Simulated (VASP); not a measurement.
# Ho3F2 (P-3m1) in VASP: a series of runs, part 2 of 2

VASP 6.6.1. The steps go on from the part before.

### 4 Relaxation of cell and atoms, PBE

File INCAR:

```
SYSTEM = Ho3F2
ALGO = Normal
EDIFF = 1E-7
EDIFFG = -0.04
ENCUT = 600
GGA = PE
GGA_COMPAT = .False.
IBRION = 2
ISIF = 3
ISMEAR = 0
LASPH = .True.
LCHARG = .False.
LMAXMIX = 6
LREAL = .False.
LWAVE = .False.
NELM = 200
NELMIN = 4
NSW = 90
PREC = Accurate
SIGMA = 0.1
```

File KPOINTS:

```
k-points
0
Gamma
  6 6 4
  0 0 0
```

File POSCAR:

```
Ho3F2
1.0
    4.4028118000      0.0000000000      0.0000000000
   -2.2014059000      3.8129468600      0.0000000000
    0.0000000000      0.0000000000      5.3159872700
Ho F
3 2
Direct
    0.0000000000      0.0000000000      0.0000000000
    0.3333333300      0.6666666700      0.6250000000
    0.6666666700      0.3333333300      0.3750000000
    0.3333333300      0.6666666700      0.1380000000
    0.6666666700      0.3333333300      0.8620000000
```

The run is started by

```bash
> cat potpaw_PBE.64/Ho_3/POTCAR potpaw_PBE.64/F/POTCAR > POTCAR
> mpirun -np 1 vasp_std > vasp.out
```

It took 39 min on 1 thread of AMD EPYC 7R13 (Zen 3), shared host; peak memory 0.25 GiB.

It converged, with:

* Free energy: -24.9888 eV
* Relaxed volume: 23.74 Å³/atom
* Relaxed cell: a = 5.654 Å, b = 5.654 Å, c = 4.288 Å, α = 90.00°, β = 90.00°, γ = 120.00°
* Space group after relaxing (to 0.1 Å): P6/mmm (No. 191)
* Energy gained by relaxing: 590.8 meV/atom
* Ionic steps: 45
* Pressure after relaxing: 0.0 GPa
* Largest force after relaxing: 0.032 eV/Å
* Band gap on the k mesh: zero (an odd number of electrons rules out a gap without spin polarisation)

Forces in eV/Å, atoms in the order of the input:
```
Ho   0.000  0.000  0.000
Ho   0.000  0.000  0.014
Ho   0.000  0.000 -0.014
F    0.000  0.000 -0.032
F    0.000  0.000  0.032
```

Stress tensor (GPa, compression positive):
```
 0.06  0.00  0.00
 0.00  0.06  0.00
 0.00  0.00 -0.24
```

The path:
| step | energy change (eV) | largest force (eV/Å) | pressure (GPa) | volume (Å³) |
| --- | --- | --- | --- | --- |
| 1 | 0.0000 | 0.9802 | 8.20 | 89.24 |
| 3 | -0.5926 | 0.8379 | -1.40 | 107.41 |
| 5 | -0.8512 | 0.8769 | -1.38 | 108.43 |
| 7 | -1.0709 | 0.7494 | -0.23 | 107.52 |
| 9 | -1.3657 | 1.6604 | 3.35 | 108.30 |
| 11 | -1.4625 | 2.8101 | 4.82 | 111.80 |
| 13 | -1.4555 | 5.4045 | 4.39 | 124.57 |
| 15 | -1.8761 | 2.8960 | 1.32 | 121.82 |
| 17 | -2.1789 | 1.3571 | -5.09 | 131.54 |
| 19 | -2.6548 | 0.9863 | -2.73 | 124.77 |
| 21 | -2.7155 | 0.8514 | -1.44 | 122.85 |
| 23 | -2.7439 | 0.5109 | -0.07 | 121.07 |
| 25 | -2.7708 | 0.3475 | -0.16 | 120.55 |
| 27 | -2.7812 | 0.5843 | -0.40 | 120.17 |
| 29 | -2.8199 | 0.3070 | 0.23 | 117.83 |
| 31 | -2.8371 | 0.3847 | 0.59 | 117.26 |
| 33 | -2.8598 | 0.6159 | 2.96 | 116.22 |
| 35 | -2.8854 | 0.4663 | 1.75 | 116.89 |
| 37 | -2.9316 | 0.2188 | 0.26 | 119.15 |
| 39 | -2.9413 | 0.0700 | -0.86 | 120.91 |
| 41 | -2.9511 | 0.0841 | -0.24 | 119.53 |
| 43 | -2.9525 | 0.1260 | 0.11 | 118.78 |
| 45 | -2.9540 | 0.0317 | -0.04 | 118.69 |

Final structure:
```
CELL_PARAMETERS angstrom
5.65371 0.00000 0.00000
-2.82685 4.89625 0.00000
0.00000 0.00000 4.28758
ATOMIC_POSITIONS crystal
Ho 0.00000 0.00000 0.00000
Ho 0.33333 0.66667 0.50334
Ho 0.66667 0.33333 0.49666
F 0.33333 0.66667 0.00363
F 0.66667 0.33333 0.99637
```

Levels at points of the mesh, in eV from the Fermi level:
```tsv
k point	band 17	band 18	band 19	band 20	band 21	band 22	band 23	band 24
(0.00, 0.00, 0.00)	-7.07	-4.43	0.14	0.14	0.71	0.81	0.81	1.17
(0.50, 0.00, 0.00)	-7.10	-2.46	-2.01	-1.21	0.02	0.17	1.05	1.07
(0.00, 0.00, 0.50)	-7.46	-2.98	-1.06	-0.81	-0.81	0.86	0.86	1.41
(0.50, 0.00, 0.50)	-7.41	-2.07	-0.75	-0.41	-0.21	-0.16	1.09	1.14
```

Caveat: the volume moved by over 15 % at a fixed basis, so the end points are rough; spin-orbit coupling is left out, which moves the levels of the heavy elements; the 4f electrons are frozen in the core, so they carry no moment and show no levels; an odd number of electrons without spin polarisation forces a metal; a magnetic or distorted state may lie lower; the run has no spin polarisation, though such a crystal can be magnetic. Spin polarisation is off, so any magnetic state and its effect on volume and gap are missing.

### 5 Single point, PBE

This run uses another cell than the first one, of 22.60 Å³/atom.

File INCAR:

```
PREC = Accurate
ENCUT = 600
EDIFF = 1E-6
ISMEAR = 0
SIGMA = 0.1
LREAL = F
LASPH = T
NELM = 200
ALGO = Normal
ISIF = 2
LWAVE = F
LCHARG = F
GGA = PE
NBANDS = 28
GGA_COMPAT = F
LMAXMIX = 6
```

File KPOINTS:

```
Automatic mesh
0
Gamma
  12 12 4
```

File POSCAR:

```
Ho3F2
1.0
    3.7956726354      0.0000000000      0.0000000000
   -1.8978363177      3.2871489267      0.0000000000
    0.0000000000      0.0000000000      9.0582738243
Ho F
3 2
Direct
    0.0000000000      0.0000000000      0.0000000000
    0.3333333333      0.6666666667      0.6580719451
    0.6666666667      0.3333333333      0.3419280549
    0.3333333333      0.6666666667      0.9293107115
    0.6666666667      0.3333333333      0.0706892885
```

Potentials or basis: VASP PAW PBE potentials, release 64 (Ho_3, F), 4f in core.

The run is started by

```bash
> cat potpaw_PBE.64/Ho_3/POTCAR potpaw_PBE.64/F/POTCAR > POTCAR
> mpirun -np 1 vasp_std > vasp.out
```

OUTCAR:

```text
PREC = Accurate
   ENCUT = 600
   EDIFF = 1E-6
   ISMEAR = 0
   LREAL = F
   LASPH = T
   NELM = 200
   ISIF = 2
   GGA = PE

 ion  position               nearest neighbor table
   1  0.000  0.000  0.000-   4 2.28   5 2.28   4 2.28   5 2.28   5 2.28   4 2.28   2 3.79   3 3.79
                             2 3.79   3 3.79   2 3.79   3 3.79
   2  0.333  0.667  0.658-   4 2.46   3 3.61   3 3.61   3 3.61   1 3.79   1 3.79   1 3.79
   3  0.667  0.333  0.342-   5 2.46   2 3.61   2 3.61   2 3.61   1 3.79   1 3.79   1 3.79
   4  0.333  0.667  0.929-   1 2.28   1 2.28   1 2.28   2 2.46
   5  0.667  0.333  0.071-   1 2.28   1 2.28   1 2.28   3 2.46

  LATTYP: Found a hexagonal cell.
 ALAT       =     3.7956726354
 C/A-ratio  =     2.3864739387

  Lattice vectors:

 A1 = (   3.7956726354,   0.0000000000,   0.0000000000)
 A2 = (  -1.8978363177,   3.2871489267,   0.0000000000)
 A3 = (   0.0000000000,   0.0000000000,   9.0582738243)

Analysis of symmetry for initial positions (statically):
=====================================================================
 Subroutine PRICEL returns:
 Original cell was already a primitive cell.

 Routine SETGRP: Setting up the symmetry group for a
 hexagonal supercell.

 Subroutine GETGRP returns: Found 12 space group operations
 (whereof 12 operations were pure point group operations)
 out of a pool of 24 trial point group operations.

The static configuration has the point symmetry D_3d.

Analysis of symmetry for dynamics (positions and initial velocities):
=====================================================================
 Subroutine PRICEL returns:
 Original cell was already a primitive cell.

 Routine SETGRP: Setting up the symmetry group for a
 hexagonal supercell.

 Subroutine GETGRP returns: Found 12 space group operations
 (whereof 12 operations were pure point group operations)
 out of a pool of 24 trial point group operations.

[... 119 lines left out ...]
   EMIN   =  10.00;   EMAX   =-10.00  energy-range for DOS
   EFERMI =   0.00;   METHOD = LEGACY
   ISMEAR =     0;   SIGMA  =   0.10  broadening in eV -4-tet -1-fermi 0-gaus
   EFERMI_NEDOS =   21; number of points for ismear=-14 and -15
   IALGO  =     38    algorithm
   IMIX   =      4    mixing-type and parameters
     AMIX     =   0.40;   BMIX     =  1.00
     AMIX_MAG =   1.60;   BMIX_MAG =  1.00
  volume/ion in A,a.u.               =      22.60       152.54
  Fermi-wavevector in a.u.,A,eV,Ry     =   1.167575  2.206398 18.547901  1.363232
  Thomas-Fermi vector in A             =   2.304074
   LORBIT       =      0    0 simple, 1 ext, 2 COOP (PROOUT), +10 PAW based schemes
   GGA     = PE    functional components
   LHFCALC =     F    Hartree Fock is set to
   AEXX    =    0.0000 exact exchange contribution
   IVDW    =     0    specifies the selected vdW correction
   LEPSILON=     F    determine dielectric tensor
   LRPA    =     F    only Hartree local field effects (RPA)
 non-spin polarized calculation
 Gauss-broadening in eV      SIGMA  =   0.10
  energy-cutoff  :      600.00
  volume of cell :      113.02
 maximum number of plane-waves:      3816
   NGX = 15   NGY = 15   NGZ = 37

 number of electron      41.0000016 magnetization

 Free energy of the ion-electron system (eV)
  ---------------------------------------------------
  ext. energy  EPLUGINS =         0.00000000
  ---------------------------------------------------
  free energy    TOTEN  =       -27.15786636 eV

  energy without entropy =      -27.14021887  energy(sigma->0) =      -27.14904261

 E-fermi :   3.6188     XC(G=0):  -9.7961

 val. band max:        3.6121874605   @ k =   0.2500   0.1667   0.5000
 cond. band min:       3.6193461926   @ k =   0.2500   0.2500   0.5000
 fundamental gap:      0.0071587321
 Fermi energy:         3.6187500879

 k-point     1 :       0.0000    0.0000    0.0000
  band No.  band energies     occupation
      1     -24.1269      2.00000
      2     -23.7791      2.00000
      3     -22.0760      2.00000
      4     -22.0760      2.00000
      5     -21.3571      2.00000
      6     -21.0215      2.00000
[... 733 lines left out ...]
     27       5.8824      0.00000
     28       6.2815      0.00000

 [... further k-points ...]
[... 5 lines left out ...]
  --------------------------------------------------------------------------------------
  -------------------------------------------------------------------------------------
  Total        0.4664976      0.4664976      0.1503499     -0.0000000     -0.0000000      0.0000000
  in kB        6.6131205      6.6131205      2.1313770     -0.0000000     -0.0000000      0.0000000
  external PRESSURE =       5.1192060 kB  Pullay stress =       0.0000000 kB

 VOLUME and BASIS-vectors are now :
 -----------------------------------------------------------------------------
  energy-cutoff  :      600.00
  volume of cell :      113.02
      direct lattice vectors                 reciprocal lattice vectors
     3.795672635  0.000000000  0.000000000     0.263457915  0.152107498  0.000000000
    -1.897836318  3.287148927  0.000000000     0.000000000  0.304214997  0.000000000
     0.000000000  0.000000000  9.058273824     0.000000000  0.000000000  0.110396309

 POSITION                                       TOTAL-FORCE (eV/Angst)
 -----------------------------------------------------------------------------------
      0.00000      0.00000      0.00000         0.000000      0.000000      0.000000
     -0.00000      2.19143      5.96100         0.000000     -0.000000      0.006487
      1.89784      1.09572      3.09728         0.000000      0.000000     -0.006487
     -0.00000      2.19143      8.41795         0.000000      0.000000     -0.043134
      1.89784      1.09572      0.64032        -0.000000      0.000000      0.043134
 -----------------------------------------------------------------------------------
    total drift:                               -0.000000      0.000000     -0.000000

  FREE ENERGIE OF THE ION-ELECTRON SYSTEM (eV)
  ---------------------------------------------------
  free  energy   TOTEN  =       -27.1578663554 eV

  energy  without entropy=      -27.1402188667  energy(sigma->0) =      -27.14904261
```

OSZICAR:

```text
N       E                     dE             d eps       ncg     rms          rms(c)
DAV:   1     0.546171733825E+03    0.54617E+03   -0.17857E+04  4200   0.154E+03
DAV:   2     0.717492095342E+02   -0.47442E+03   -0.46304E+03  5796   0.692E+02
DAV:   3    -0.216705681069E+02   -0.93420E+02   -0.90740E+02  6792   0.233E+02
DAV:   4    -0.281768296883E+02   -0.65063E+01   -0.64158E+01  6408   0.594E+01
DAV:   5    -0.283912048112E+02   -0.21438E+00   -0.21324E+00  6592   0.149E+01    0.327E+01
DAV:   6    -0.271074059169E+02    0.12838E+01   -0.63713E+00  6208   0.169E+01    0.208E+01
DAV:   7    -0.271547673104E+02   -0.47361E-01   -0.62941E-01  6488   0.649E+00    0.519E+00
DAV:   8    -0.271590582155E+02   -0.42909E-02   -0.66572E-02  6600   0.207E+00    0.422E-01
DAV:   9    -0.271580102300E+02    0.10480E-02   -0.10427E-02  6544   0.613E-01    0.196E-01
DAV:  10    -0.271578291690E+02    0.18106E-03   -0.12546E-03  6560   0.285E-01    0.610E-02
DAV:  11    -0.271578646019E+02   -0.35433E-04   -0.20068E-04  6624   0.118E-01    0.233E-02
DAV:  12    -0.271578664855E+02   -0.18835E-05   -0.30634E-05  6616   0.441E-02    0.852E-03
DAV:  13    -0.271578663554E+02    0.13002E-06   -0.31422E-06  4080   0.145E-02
   1 F= -.27157866E+02 E0= -.27149043E+02  d E =-.176475E-01
```

stdout:

```text
POSCAR found type information on POSCAR HoF
 POSCAR found :  2 types and       5 ions
 scaLAPACK will be used
 LDA part: xc-table for (Slater+PW92), standard interpolation
 POSCAR, INCAR and KPOINTS ok, starting setup
 FFT: planning ... GRIDC
 FFT: planning ... GRID_SOFT
 FFT: planning ... GRID
 WAVECAR not read
 entering main loop
```

It took 3.9 min on 1 thread of AMD EPYC 7R13 (Zen 3), shared host; peak memory 0.36 GiB.

What came out:

```yaml
Free_energy: -27.1579 eV
Pressure: 0.5 GPa
Largest_force: 0.043 eV/Å
Band_gap_on_the_k_mesh: zero (an odd number of electrons rules out a gap without spin polarisation)
```

Forces on the atoms (eV/Å):
```
Ho   0.000  0.000  0.000
Ho   0.000  0.000  0.006
Ho   0.000  0.000 -0.006
F    0.000  0.000 -0.043
F    0.000  0.000  0.043
```

Caveat: spin-orbit coupling is left out, which moves the levels of the heavy elements; the 4f electrons are frozen in the core, so they carry no moment and show no levels; an odd number of electrons without spin polarisation forces a metal; a magnetic or distorted state may lie lower; the run has no spin polarisation, though such a crystal can be magnetic.

### 6 Single point, PBE

This run uses another cell than the first one, of 22.60 Å³/atom.

File INCAR:

```
SYSTEM = Ho3F2
PREC = Accurate
ENCUT = 600
EDIFF = 1E-6
ISMEAR = 0
SIGMA = 0.1
LREAL = .False.
LASPH = .True.
NELM = 200
ALGO = Normal
ISIF = 2
LWAVE = .False.
LCHARG = .True.
GGA = PE
LELF = .True.
LVHAR = .True.
NBANDS = 28
GGA_COMPAT = .False.
LMAXMIX = 6
```

File KPOINTS:

```
Automatic mesh
0
Gamma
  12 12 4
  0 0 0
```

POSCAR is that of step 5.

Potentials or basis: VASP PAW PBE potentials, release 64 (Ho_3, F), 4f in core.

The run is started by

```bash
> cat potpaw_PBE.64/Ho_3/POTCAR potpaw_PBE.64/F/POTCAR > POTCAR
> mpirun -np 1 vasp_std > vasp.out
```

Wall time 4.2 min (1 thread of AMD EPYC 7R13 (Zen 3), shared host); peak memory 0.36 GiB.

The run converged. Its results:

| Property | Result |
| --- | --- |
| Free energy | -27.1579 eV |
| Pressure | 0.5 GPa |
| Largest force | 0.043 eV/Å |
| Band gap on the k mesh | zero (an odd number of electrons rules out a gap without spin polarisation) |

Forces in eV/Å, atoms in the order of the input:
```
Ho   0.000  0.000  0.000
Ho   0.000  0.000  0.006
Ho   0.000  0.000 -0.006
F    0.000  0.000 -0.043
F    0.000  0.000  0.043
```

Stress tensor (GPa, compression positive):
```
0.66 0.00 0.00
0.00 0.66 0.00
0.00 0.00 0.21
```

Levels at points of the mesh, in eV from the Fermi level:
| k point | band 19 | band 20 | band 21 | band 22 | band 23 | band 24 |
| --- | --- | --- | --- | --- | --- | --- |
| (0.00, 0.00, 0.00) | -2.63 | -0.52 | 1.27 | 1.27 | 1.70 | 1.70 |
| (0.50, 0.00, 0.00) | -1.34 | -1.08 | -0.16 | 0.36 | 1.51 | 1.59 |
| (0.00, 0.00, 0.50) | -3.22 | 0.29 | 0.88 | 1.30 | 1.30 | 1.84 |
| (0.50, 0.00, 0.50) | -1.24 | -0.76 | -0.34 | 0.56 | 0.87 | 1.48 |

Caveat: spin-orbit coupling is left out, which moves the levels of the heavy elements; the 4f electrons are frozen in the core, so they carry no moment and show no levels; an odd number of electrons without spin polarisation forces a metal; a magnetic or distorted state may lie lower; the run has no spin polarisation, though such a crystal can be magnetic. Spin polarisation is off, so any magnetic state and its effect on volume and gap are missing.

### 7 The runs side by side

| task | cell | k mesh | gap on the mesh (eV) | pressure (GPa) | largest force (eV/Å) |
| --- | --- | --- | --- | --- | --- |
| single point | a = 4.403, b = 4.403, c = 5.316 Å, angles 90.0, 90.0, 120.0°, 5 atoms, atomic positions A | 6 × 6 × 4 | none | 8.2 | 0.98 |
| single point | a = 3.794, b = 3.794, c = 9.047 Å, angles 90.0, 90.0, 120.0°, 5 atoms, atomic positions B | 6 × 6 × 4 | none | 0.7 | 0.04 |
| relaxation of cell and atoms | relaxed from a = 4.403, b = 4.403, c = 5.316 Å, angles 90.0, 90.0, 120.0°, 5 atoms, atomic positions A | 6 × 6 × 4 | none | 0.0 | 0.03 |
| single point | a = 3.796, b = 3.796, c = 9.058 Å, angles 90.0, 90.0, 120.0°, 5 atoms, atomic positions C | 12 × 12 × 4 | none | 0.5 | 0.04 |

Alike in all rows: level PBE; potentials or basis VASP PAW PBE potentials, release 64 (Ho_3, F), 4f in core; no spin polarisation; cutoff (eV) 600; smearing gaussian 0.1 eV.

Caveats: spin-orbit coupling is left out, which moves the levels of the heavy elements; the 4f electrons are frozen in the core, so they carry no moment and show no levels; an odd number of electrons without spin polarisation forces a metal; a magnetic or distorted state may lie lower; the run has no spin polarisation, though such a crystal can be magnetic; the stress differs along the axes, from 4 to 10 GPa (at least some runs); the volume moved by over 15 % at a fixed basis, so the end points are rough (at least some runs).

Total energies depend on the potentials used, so only differences within one code and one set of settings carry meaning.

The gap in the log of VASP goes by the Fermi energy; the results here count the filled bands.